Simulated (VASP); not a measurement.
# Rh (P6_3/mmc) in VASP: notebook, part 2 of 2

VASP 6.6.1. Earlier steps stand in the parts before.

## (3) Single point, PBE (14.10 Å³/atom)

The input, INCAR:

```
SYSTEM = Rh
PREC = Accurate
ENCUT = 520
EDIFF = 1E-6
ISMEAR = 0
SIGMA = 0.15
LREAL = .False.
LASPH = .True.
NELM = 60
ALGO = Fast
ISIF = 2
LWAVE = .False.
LCHARG = .False.
GGA = PE
NBANDS = 22
```

The input, KPOINTS:

```
Automatic mesh
0
Gamma
  21 21 12
  0 0 0
```

The input, POSCAR:

```
Rh
1.0
    2.8082868871      0.0000000000      0.0000000000
   -1.4041434436      2.4320477853      0.0000000000
    0.0000000000      0.0000000000      4.1284625527
Rh
2
Direct
    0.6666666667      0.3333333333      0.7500000000
    0.3333333333      0.6666666667      0.2500000000
```

Potentials or basis: VASP PAW PBE potentials, release 64 (Rh_pv).

Started as:

```
$ cat potpaw_PBE.64/Rh_pv/POTCAR > POTCAR
$ mpirun -np 1 vasp_std > vasp.out
```

Run time: 4.5 min. Hardware: 1 thread of Intel Xeon 8259CL, shared host; peak memory 0.27 GiB.

Results (log left out):

| Property | Result |
| --- | --- |
| Free energy | -14.3404 eV |
| Pressure | 3.0 GPa |
| Band gap on the k mesh | zero (bands 15 and 16 overlap by 1.94 eV) |

Stress tensor (GPa, compression positive):
```
-4.06  0.00  0.00
 0.00 -4.06  0.00
 0.00  0.00 17.20
```

Levels at points of the mesh, in eV from the Fermi level:
```tsv
k point	band 11	band 12	band 13	band 14	band 15	band 16	band 17	band 18	band 19	band 20
(0.00, 0.00, 0.00)	-2.48	-2.48	-2.30	-2.30	-2.28	0.11	0.11	1.79	9.77	15.32
(0.00, 0.00, 0.50)	-3.34	-3.34	-2.71	-2.71	-0.34	-0.34	-0.34	-0.34	14.94	14.94
```

Caveat: the stress differs along the axes, from -4 to 17 GPa.

## (4) Single point, PBE (14.10 Å³/atom)

The input, INCAR:

```
SYSTEM = Rh
  ALGO = Fast
  EDIFF = 1E-6
  ENCUT = 520
  GGA = PE
  ISIF = 2
  ISMEAR = 0
  LASPH = .True.
  LCHARG = .False.
  LREAL = .False.
  LWAVE = .False.
  NBANDS = 22
  NELM = 100
  PREC = Accurate
  SIGMA = 0.15
```

The input, KPOINTS:

```
k-points
0
Gamma
  21 21 12
  0 0 0
```

The input, POSCAR:

```
Rh
1.0
    2.6439586824      0.0000000000      0.0000000000
   -1.3219793412      2.2897353855      0.0000000000
    0.0000000000      0.0000000000      4.6575976149
Rh
2
Direct
    0.6666666667      0.3333333333      0.7500000000
    0.3333333333      0.6666666667      0.2500000000
```

Potentials or basis: VASP PAW PBE potentials, release 64 (Rh_pv).

Started as:

```
$ cat potpaw_PBE.64/Rh_pv/POTCAR > POTCAR
$ mpirun -np 1 vasp_std > vasp.out
```

OUTCAR:

```text
SYSTEM = Rh
   EDIFF = 1E-6
   ENCUT = 520
   GGA = PE
   ISIF = 2
   ISMEAR = 0
   LASPH = .True.
   LREAL = .False.
   NELM = 100
   PREC = Accurate

 ion  position               nearest neighbor table
   1  0.667  0.333  0.750-   2 2.78   2 2.78   2 2.78   2 2.78   2 2.78   2 2.78
   2  0.333  0.667  0.250-   1 2.78   1 2.78   1 2.78   1 2.78   1 2.78   1 2.78

  LATTYP: Found a hexagonal cell.
 ALAT       =     2.6439586824
 C/A-ratio  =     1.7616000000

  Lattice vectors:
[... 791 lines left out ...]

------------------------ aborting loop because EDIFF is reached ----------------------------------------

  FORCE on cell =-STRESS in cart. coord.  units (eV):
  Direction    XX          YY          ZZ          XY          YZ          ZX
  --------------------------------------------------------------------------------------
  -------------------------------------------------------------------------------------
  Total        1.7028250      1.7028250     -2.3524750      0.0000000     -0.0000000      0.0000000
  in kB       96.7561694     96.7561694   -133.6699172      0.0000000     -0.0000000      0.0000000
  external PRESSURE =      19.9474739 kB  Pullay stress =       0.0000000 kB

 VOLUME and BASIS-vectors are now :
 -----------------------------------------------------------------------------
  energy-cutoff  :      520.00
  volume of cell :       28.20
      direct lattice vectors                 reciprocal lattice vectors
     2.643958682  0.000000000  0.000000000     0.378220736  0.218365844  0.000000000
    -1.321979341  2.289735386  0.000000000     0.000000000  0.436731688  0.000000000
     0.000000000  0.000000000  4.657597615     0.000000000  0.000000000  0.214702961

 POSITION                                       TOTAL-FORCE (eV/Angst)
 -----------------------------------------------------------------------------------
      1.32198      0.76325      3.49320        -0.000000      0.000000      0.000000
     -0.00000      1.52649      1.16440         0.000000     -0.000000      0.000000
 -----------------------------------------------------------------------------------
    total drift:                               -0.000000      0.000000     -0.000000

  FREE ENERGIE OF THE ION-ELECTRON SYSTEM (eV)
  ---------------------------------------------------
  free  energy   TOTEN  =       -14.3444408889 eV

  energy  without entropy=      -14.3074134477  energy(sigma->0) =      -14.32592717
```

OSZICAR:

```text
N       E                     dE             d eps       ncg     rms          rms(c)
DAV:   1     0.326701953507E+03    0.32670E+03   -0.19081E+04 14808   0.158E+03
DAV:   2    -0.819328093780E+01   -0.33490E+03   -0.32326E+03 15462   0.473E+02
DAV:   3    -0.152512318415E+02   -0.70580E+01   -0.70178E+01 17406   0.773E+01
DAV:   4    -0.152982557334E+02   -0.47024E-01   -0.47020E-01 16590   0.638E+00
DAV:   5    -0.152990091100E+02   -0.75338E-03   -0.75337E-03 17346   0.835E-01    0.137E+01
RMM:   6    -0.143761591523E+02    0.92285E+00   -0.21163E+00 15187   0.123E+01    0.492E+00
RMM:   7    -0.143500856602E+02    0.26073E-01   -0.10007E-01 15619   0.253E+00    0.216E+00
RMM:   8    -0.143454017773E+02    0.46839E-02   -0.20315E-02 16166   0.137E+00    0.419E-01
RMM:   9    -0.143444269961E+02    0.97478E-03   -0.24217E-03 17064   0.452E-01    0.265E-02
RMM:  10    -0.143444417267E+02   -0.14731E-04   -0.24500E-04 17275   0.158E-01    0.178E-02
RMM:  11    -0.143444429982E+02   -0.12715E-05   -0.32983E-05 17898   0.610E-02    0.944E-03
RMM:  12    -0.143444398810E+02    0.31172E-05   -0.95520E-06 17666   0.314E-02    0.283E-03
RMM:  13    -0.143444409099E+02   -0.10289E-05   -0.33532E-06 12338   0.178E-02    0.156E-03
RMM:  14    -0.143444408889E+02    0.21027E-07   -0.73944E-07  9526   0.805E-03
   1 F= -.14344441E+02 E0= -.14325927E+02  d E =-.370274E-01
```

It took 4.6 min on 1 thread of Intel Xeon 8259CL, shared host; peak memory 0.27 GiB.

Results:

```
Free energy            : -14.3444 eV
Pressure               : 2.0 GPa
Band gap on the k mesh : zero (bands 15 and 16 overlap by 2.52 eV)
```

Stress tensor (GPa, compression positive):
```
  9.68   0.00   0.00
  0.00   9.68   0.00
  0.00   0.00 -13.37
```

Levels at points of the mesh, in eV from the Fermi level:
```
           k point  band 12  band 13  band 14  band 15  band 16  band 17  band 18  band 19
(0.00, 0.00, 0.00)    -2.50    -2.50    -1.21    -1.21     0.05     0.25     0.25     7.23
(0.00, 0.00, 0.50)    -2.84    -2.84    -2.84    -0.28    -0.28    -0.28    -0.28    13.43
```

Caveat: the stress differs along the axes, from -13 to 10 GPa.

## (5) Single point, PBE (14.10 Å³/atom)

The input, INCAR:

```
ALGO = Fast
EDIFF = 1E-6
ENCUT = 520
GGA = PE
ISIF = 2
ISMEAR = 0
LASPH = True
LCHARG = False
LREAL = False
LWAVE = False
NBANDS = 22
NELM = 60
PREC = Accurate
SIGMA = 0.15
```

The input, KPOINTS:

```
k-points
0
Gamma
  21 21 12
```

The input, POSCAR:

```
Rh
1.0
    2.7523887143      0.0000000000      0.0000000000
   -1.3761943572      2.3836385476      0.0000000000
    0.0000000000      0.0000000000      4.2978549773
Rh
2
Direct
    0.6666666667      0.3333333333      0.7500000000
    0.3333333333      0.6666666667      0.2500000000
```

Started as:

```
$ cat potpaw_PBE.64/Rh_pv/POTCAR > POTCAR
$ mpirun -np 1 vasp_std > vasp.out
```

Run time: 3.7 min. Hardware: 1 thread of Intel Xeon 8259CL, shared host; peak memory 0.27 GiB.

The run converged. Its results:

```
Free energy            : -14.4453 eV
Pressure               : 0.6 GPa
Band gap on the k mesh : zero (bands 15 and 16 overlap by 2.23 eV)
```

Stress tensor (GPa, compression positive):
```
-2.14  0.00  0.00
 0.00 -2.14  0.00
 0.00  0.00  5.98
```

Levels at points of the mesh, in eV from the Fermi level:
```csv
k point,band 12,band 13,band 14,band 15,band 16,band 17,band 18,band 19
"(0.00, 0.00, 0.00)",-2.38,-2.38,-2.09,-2.09,0.11,0.11,1.10,8.88
"(0.00, 0.00, 0.50)",-3.13,-2.98,-2.98,-0.43,-0.43,-0.43,-0.43,14.96
```

Caveat: the stress differs along the axes, from -2 to 6 GPa.

## (6) Summary

| cell | gap on the mesh (eV) | pressure (GPa) |
| --- | --- | --- |
| a = 2.671, b = 2.671, c = 4.565 Å, angles 90.0, 90.0, 120.0°, 2 atoms | none | 0.8 |
| a = 2.808, b = 2.808, c = 4.128 Å, angles 90.0, 90.0, 120.0°, 2 atoms | none | 3.0 |
| a = 2.644, b = 2.644, c = 4.658 Å, angles 90.0, 90.0, 120.0°, 2 atoms | none | 2.0 |
| a = 2.752, b = 2.752, c = 4.298 Å, angles 90.0, 90.0, 120.0°, 2 atoms | none | 0.6 |

Alike in all rows: task single point; level PBE; potentials or basis VASP PAW PBE potentials, release 64 (Rh_pv); no spin polarisation; k mesh 21 × 21 × 12; cutoff (eV) 520; smearing gaussian 0.15 eV.

Caveats: the stress differs along the axes, from -9 to 6 GPa (at least some runs); the stress differs along the axes, from -4 to 17 GPa (at least some runs); the stress differs along the axes, from -13 to 10 GPa (at least some runs); the stress differs along the axes, from -2 to 6 GPa (at least some runs).

Total energies depend on the potentials used, so only differences within one code and one set of settings carry meaning.
